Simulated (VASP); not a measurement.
# ZnO (P4/mmm) in VASP: notebook, part 3 of 3

VASP 6.6.1. The steps go on from the part before.

### 6 Relaxation of cell and atoms, PBE

This run uses another cell than the first one: it holds 2 atoms, not 4.

The input, INCAR:

```
PREC = Accurate ; ENCUT = 600
EDIFF = 1E-6 ; ISMEAR = 0
SIGMA = 0.02 ; LREAL = False
LASPH = True ; NELM = 80
ALGO = Normal ; ISIF = 3
LWAVE = False ; LCHARG = False
GGA = PE ; IBRION = 2
NSW = 100 ; EDIFFG = -0.01
```

The input, KPOINTS:

```
regular mesh
0
Gamma
  8 8 8
```

The input, POSCAR:

```
ZnO
1.0
    4.0416598150      0.0000000000      0.0000000000
    0.0000000000      4.0416598150      0.0000000000
    0.0000000000      0.0000000000      3.4539712606
Zn O
1 1
Direct
    0.0000000000      0.0000000000      0.0000000000
    0.0000000000      0.0000000000      0.5000000000
```

Potentials or basis: VASP PAW PBE potentials, release 64 (Zn, O).

Run with:

```console
$ cat potpaw_PBE.64/Zn/POTCAR potpaw_PBE.64/O/POTCAR > POTCAR
$ mpirun -np 1 vasp_std > vasp.out
```

OUTCAR:

```text
PREC = Accurate
   ENCUT = 600
   EDIFF = 1E-6
   ISMEAR = 0
   LREAL = False
   LASPH = True
   NELM = 80
   ISIF = 3
   GGA = PE
   IBRION = 2
   NSW = 100
   EDIFFG = -0.01

 ion  position               nearest neighbor table
   1  0.000  0.000  0.000-   2 1.73   2 1.73
   2  0.000  0.000  0.500-   1 1.73   1 1.73

  LATTYP: Found a simple tetragonal cell.
 ALAT       =     4.0416598150
 C/A-ratio  =     0.8545922761

  Lattice vectors:

 A1 = (   4.0416598150,   0.0000000000,   0.0000000000)
 A2 = (   0.0000000000,   4.0416598150,   0.0000000000)
 A3 = (   0.0000000000,   0.0000000000,   3.4539712606)

Analysis of symmetry for initial positions (statically):
=====================================================================
 Subroutine PRICEL returns:
 Original cell was already a primitive cell.

 Routine SETGRP: Setting up the symmetry group for a
 simple tetragonal supercell.

 Subroutine GETGRP returns: Found 16 space group operations
 (whereof 16 operations were pure point group operations)
 out of a pool of 16 trial point group operations.

The static configuration has the point symmetry D_4h.

Analysis of symmetry for dynamics (positions and initial velocities):
=====================================================================
 Subroutine PRICEL returns:
 Original cell was already a primitive cell.

 Routine SETGRP: Setting up the symmetry group for a
 simple tetragonal supercell.

 Subroutine GETGRP returns: Found 16 space group operations
 (whereof 16 operations were pure point group operations)
 out of a pool of 16 trial point group operations.

The dynamic configuration has the point symmetry D_4h.

 Subroutine INISYM returns: Found 16 space group operations
 (whereof 16 operations are pure point group operations),
[... 146 lines left out ...]

------------------------ aborting loop because EDIFF is reached ----------------------------------------

  FORCE on cell =-STRESS in cart. coord.  units (eV):
  Direction    XX          YY          ZZ          XY          YZ          ZX
  --------------------------------------------------------------------------------------
  -------------------------------------------------------------------------------------
  Total        0.0850551      0.0850551      0.7005676      0.0000000     -0.0000000      0.0000000
  in kB        2.4153078      2.4153078     19.8940133      0.0000000     -0.0000000      0.0000000
  external PRESSURE =       8.2415430 kB  Pullay stress =       0.0000000 kB
[... 89 lines left out ...]
  FREE ENERGIE OF THE ION-ELECTRON SYSTEM (eV)
  ---------------------------------------------------
  free  energy   TOTEN  =        -7.4795671797 eV

  energy  without entropy=       -7.4795671797  energy(sigma->0) =       -7.47956718

[... ionic steps 4 to 15 ...]

--------------------------------------- Ionic step       16  -------------------------------------------

 number of electron      18.0000006 magnetization

------------------------ aborting loop because EDIFF is reached ----------------------------------------
[... 67 lines left out ...]
--------------------------------------- Ionic step       18  -------------------------------------------

 number of electron      18.0000017 magnetization

 Free energy of the ion-electron system (eV)
  ---------------------------------------------------
  ext. energy  EPLUGINS =         0.00000000
  ---------------------------------------------------
  free energy    TOTEN  =        -7.48978592 eV

  energy without entropy =       -7.48978592  energy(sigma->0) =       -7.48978592

 E-fermi :  -3.3124     XC(G=0):  -5.6197

 val. band max:       -3.4140602880   @ k =   0.5000   0.0000   0.5000
 cond. band min:      -1.7353213275   @ k =   0.0000   0.0000   0.0000
 fundamental gap:      1.6787389604
 Fermi energy:        -3.3123927081

 k-point     1 :       0.0000    0.0000    0.0000
  band No.  band energies     occupation
      1     -20.5290      2.00000
      2      -9.0179      2.00000
      3      -8.9946      2.00000
      4      -8.8943      2.00000
      5      -8.8943      2.00000
      6      -8.3869      2.00000
      7      -6.6994      2.00000
      8      -4.8517      2.00000
      9      -4.8517      2.00000
     10      -1.7353      0.00000
     11       4.9629      0.00000
     12       5.0262      0.00000
     13       5.0262      0.00000
[... 354 lines left out ...]
  band No.  band energies     occupation
      1     -20.4278      2.00000
      2      -9.0013      2.00000
      3      -9.0006      2.00000
      4      -8.9967      2.00000
      5      -8.9877      2.00000
      6      -8.9174      2.00000
      7      -6.5758      2.00000
      8      -4.9917      2.00000
      9      -4.6629      2.00000
     10       0.0706      0.00000
     11       1.4801      0.00000
     12       4.7493      0.00000
     13       6.0857      0.00000

 [... further k-points ...]

------------------------ aborting loop because EDIFF is reached ----------------------------------------

  FORCE on cell =-STRESS in cart. coord.  units (eV):
  Direction    XX          YY          ZZ          XY          YZ          ZX
  --------------------------------------------------------------------------------------
  -------------------------------------------------------------------------------------
  Total       -0.0018085     -0.0018085     -0.0058846      0.0000000      0.0000000      0.0000000
  in kB       -0.0410552     -0.0410552     -0.1335863      0.0000000      0.0000000      0.0000000
  external PRESSURE =      -0.0718989 kB  Pullay stress =       0.0000000 kB
[... 17 lines left out ...]
  FREE ENERGIE OF THE ION-ELECTRON SYSTEM (eV)
  ---------------------------------------------------
  free  energy   TOTEN  =        -7.4897859215 eV

  energy  without entropy=       -7.4897859215  energy(sigma->0) =       -7.48978592

 reached required accuracy - stopping structural energy minimisation
```

CONTCAR:

```text
ZnO
   1.00000000000000
     4.5083609019504749    0.0000000000000000    0.0000000000000000
     0.0000000000000000    4.5083609019504749    0.0000000000000001
     0.0000000000000000    0.0000000000000001    3.4723677800679025
  Zn              O
     1     1
Direct
     0.0000000000000000    0.0000000000000000    0.0000000000000000
     0.0000000000000000    0.0000000000000000    0.5000000000000000

  0.00000000E+00  0.00000000E+00  0.00000000E+00
  0.00000000E+00  0.00000000E+00  0.00000000E+00
```

Run time: 4.7 min. Hardware: 1 thread of AMD EPYC 9R45 (Zen 5), shared host; peak memory 0.2 GiB.

What came out:

```yaml
Free_energy: -7.4898 eV
Relaxed_volume: 35.29 Å³/atom
Relaxed_cell: a = 4.508 Å, b = 4.508 Å, c = 3.472 Å, α = 90.00°, β = 90.00°, γ = 90.00°
Space_group_after_relaxing_to_0.1_Å: P4/mmm (No. 123)
Energy_gained_by_relaxing: 5.9 meV/atom
Ionic_steps: 18
Pressure_after_relaxing: 0.0 GPa
Band_gap_on_the_k_mesh: 1.68 eV (least direct gap 3.12 eV)
```

Step by step:
| step | energy change (eV) | largest force (eV/Å) | pressure (GPa) | volume (Å³) |
| --- | --- | --- | --- | --- |
| 1 | 0.0000 | 0.0000 | 0.82 | 56.42 |
| 2 | 0.0099 | 0.0000 | -1.59 | 57.61 |
| 3 | -0.0016 | 0.0000 | 0.11 | 56.74 |
| 4 | -0.0016 | 0.0000 | 0.17 | 56.73 |
| 5 | -0.0020 | 0.0000 | 0.15 | 56.97 |
| 6 | -0.0030 | 0.0000 | 0.11 | 57.68 |
| 7 | -0.0047 | 0.0000 | 0.05 | 59.12 |
| 8 | -0.0077 | 0.0000 | -0.09 | 62.05 |
| 9 | -0.0110 | 0.0000 | -0.29 | 68.13 |
| 10 | -0.0115 | 0.0000 | -0.10 | 68.38 |
| 11 | -0.0116 | 0.0000 | 0.02 | 68.59 |
| 12 | -0.0115 | 0.0000 | 0.25 | 69.00 |
| 13 | -0.0117 | 0.0000 | 0.10 | 68.72 |
| 14 | -0.0117 | 0.0000 | 0.10 | 68.85 |
| 15 | -0.0117 | 0.0000 | 0.11 | 69.23 |
| 16 | -0.0117 | 0.0000 | 0.13 | 70.00 |
| 17 | -0.0118 | 0.0000 | 0.08 | 70.22 |
| 18 | -0.0118 | 0.0000 | -0.01 | 70.58 |

Final structure:
```
CELL_PARAMETERS angstrom
4.50836 0.00000 0.00000
0.00000 4.50836 0.00000
0.00000 0.00000 3.47237
ATOMIC_POSITIONS crystal
Zn 0.00000 0.00000 0.00000
O 0.00000 0.00000 0.50000
```

Levels at points of the mesh, in eV from the valence-band top:
```tsv
k point	band 5	band 6	band 7	band 8	band 9	band 10	band 11	band 12	band 13
(0.00, 0.00, 0.00)	-5.48	-4.97	-3.29	-1.44	-1.44	1.68	8.38	8.44	8.44
(0.50, 0.00, 0.00)	-5.48	-4.92	-3.28	-1.81	-1.40	2.78	4.79	9.21	9.67
(0.50, 0.50, 0.00)	-5.48	-4.88	-3.27	-1.73	-1.73	3.85	5.90	5.90	6.43
(0.00, 0.00, 0.50)	-5.59	-5.57	-3.10	-0.01	-0.01	5.77	6.77	7.25	7.25
(0.50, 0.00, 0.50)	-5.58	-5.58	-2.95	-0.17	0.00	4.65	6.97	7.64	8.89
(0.50, 0.50, 0.50)	-5.58	-5.56	-2.81	-0.14	-0.14	5.27	5.27	8.28	9.25
```

Caveat: the volume moved by over 15 % at a fixed basis, so the end points are rough. A k mesh can miss the band edges.

### 7 Overview

| task | cell | k mesh | cutoff (eV) | smearing | gap on the mesh (eV) | pressure (GPa) | relaxed volume (Å³/atom) |
| --- | --- | --- | --- | --- | --- | --- | --- |
| single point | a = 5.316 Å, angles 115.0, 115.0, 99.0°, 4 atoms, atomic positions A | 6 × 6 × 6 | 520 | gaussian 0.1 eV | 1.34 | 0.9 | - |
| relaxation of cell and atoms | relaxed from a = 4.711, b = 4.711, c = 3.459 Å, 2 atoms, atomic positions B | 6 × 6 × 8 | 600 | gaussian 0.02 eV | 1.63 | 0.0 | 34.07 |
| relaxation of cell and atoms | relaxed from a = 4.042, b = 4.042, c = 3.454 Å, 2 atoms, atomic positions B | 8 × 8 × 8 | 600 | gaussian 0.02 eV | 1.68 | 0.0 | 35.29 |

Alike in all rows: level PBE; potentials or basis VASP PAW PBE potentials, release 64 (Zn, O); no spin polarisation.

Caveats: the volume moved by over 15 % at a fixed basis, so the end points are rough (at least some runs).

Total energies depend on the potentials used, so only differences within one code and one set of settings carry meaning.
